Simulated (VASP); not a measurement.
Here is a VASP 6.6.1 calculation.

INCAR

```
PREC = Accurate
ENCUT = 520
EDIFF = 1E-6
ISMEAR = 0
SIGMA = 0.026000000000000002
LREAL = F
LASPH = T
NELM = 100
ALGO = Normal
ISIF = 2
LWAVE = F
LCHARG = F
GGA = PE
NBANDS = 17
```

KPOINTS

```
Automatic mesh
0
Gamma
  7 7 7
```

POSCAR

```
TePb
1.0
    0.0000000000      3.2310000000      3.2310000000
    3.2310000000      0.0000000000      3.2310000000
    3.2310000000      3.2310000000      0.0000000000
Pb Te
1 1
Direct
    0.0000000000      0.0000000000      0.0000000000
    0.5000000000      0.5000000000      0.5000000000
```

Potentials or basis: VASP PAW PBE potentials, release 64 (Pb_d, Te).

The run is started by

```console
$ cat potpaw_PBE.64/Pb_d/POTCAR potpaw_PBE.64/Te/POTCAR > POTCAR
$ mpirun -np 1 vasp_std > vasp.out
```

Predict the pressure.

2.1 GPa.
